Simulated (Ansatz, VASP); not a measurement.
# One calculation of C, two programs

File INCAR:

```
PREC     = Accurate       # precision mode
ENCUT    = 600            # plane-wave cutoff, eV
EDIFF    = 1E-7           # SCF threshold, eV
ISMEAR   = 0              # smearing method
SIGMA    = 0.1            # smearing width, eV
LREAL    = False          # projectors in reciprocal space
LASPH    = True           # aspherical terms in the spheres
NELM     = 120            # most SCF steps
ALGO     = Normal         # electronic algorithm
ISIF     = 3              # what is computed and relaxed
LWAVE    = False          # write WAVECAR
LCHARG   = False          # write CHGCAR
GGA      = CA             # functional
IBRION   = 2              # ionic algorithm
NSW      = 100            # ionic steps
EDIFFG   = -0.05          # ionic threshold
GGA_COMPAT= False        
NELMIN   = 4
```

Contents of KPOINTS:

```
Automatic mesh
0
Gamma
  10 10 10
```

File POSCAR:

```
C
1.0
    0.0000000000      1.7834000000      1.7834000000
    1.7834000000      0.0000000000      1.7834000000
    1.7834000000      1.7834000000      0.0000000000
C
2
Direct
    0.5000000000      0.5000000000      0.5000000000
    0.7500000000      0.7500000000      0.7500000000
```

Input for Ansatz:

```yaml
crystal:
  lattice:
    - [0.0, 1.7834, 1.7834]
    - [1.7834, 0.0, 1.7834]
    - [1.7834, 1.7834, 0.0]
  atoms:
    - { symbol: C, position: [0.5, 0.5, 0.5] }
    - { symbol: C, position: [0.75, 0.75, 0.75] }
basis:
  ecutwfc: 420
kpoints:
  mp_grid: { grid: [10, 10, 10] }
hamiltonian:
  xc: lda
scf:
  occupations: { method: gaussian, width: 0.1 }
output:
  forces: true
  stress: true
  eigenvalues: true
relax:
  adjacent_minimum: "off"
  f_tol: 0.05
  max_steps: 80
  cell: { stress_tol: 0.5 }
```

Alike in both runs: task relaxation of cell and atoms; functional LDA; k mesh 10 × 10 × 10; occupations gaussian, width 0.1 eV; no spin polarisation.

|  | VASP | Ansatz |
| --- | --- | --- |
| version | VASP 6.6.1 | Ansatz 0.2.0 |
| potentials or method | VASP PAW LDA potentials, release 64 (C), cutoff 600 eV | scalar-relativistic, plane waves, PAW |
| valence electrons in the cell | 8 | 8 |

|  | VASP | Ansatz | Ansatz less VASP |
| --- | --- | --- | --- |
| gap on the k mesh at the Fermi level, each at its own relaxed structure (eV) | 4.20 | 4.21 | +0.007 |
| relaxed volume (Å³/atom) | 5.52 | 5.51 | -0.009 |
| relaxed cell length with the largest relative difference (Å) | 2.499 | 2.498 | -0.0013 |

LDA's correlation is that of Perdew and Zunger in VASP and of Perdew and Wang (1992) in Ansatz.
